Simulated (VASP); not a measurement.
HfN, 2 atoms in the cell. It takes space group Fm-3m (No. 225, cubic). Conventional cell: a = 4.509 Å, b = 4.509 Å, c = 4.509 Å, α = 90.00°, β = 90.00°, γ = 90.00°. Within 3.0 Å of Hf (site symmetry m-3m) lie 6 N at 2.25 Å. Within 3.0 Å of N (site symmetry m-3m) lie 6 Hf at 2.25 Å. 

```yaml
Program: VASP 6.6.1
Task: single point
Functional: revPBE
Dispersion: D3(BJ)
Potentials_or_basis: VASP PAW PBE potentials, release 64 (Hf_pv, N)
Cutoff: 520 eV
k_mesh: 11 × 11 × 11
Occupations: methfessel-paxton, width 0.05 eV
Spin: no spin polarisation
Dipole_correction: no
Further_INCAR_settings: ALGO = Normal; EDIFF = 1e-07; NBANDS = 14
```

Potentials or basis: VASP PAW PBE potentials, release 64 (Hf_pv, N).

Run with:

```sh
$ cat potpaw_PBE.64/Hf_pv/POTCAR potpaw_PBE.64/N/POTCAR > POTCAR
$ mpirun -np 1 vasp_std > vasp.out
```

Hardware: 1 thread of AMD EPYC 7R43 64-Core Processor (Zen 3), on a shared host.

Question: How long does it take, and how much memory?

Answer: It took 32 s on 1 thread of AMD EPYC 7R43 64-Core Processor (Zen 3), on a shared host, peak memory 0.12 GiB. Counts: scf iterations 14, k points 56.
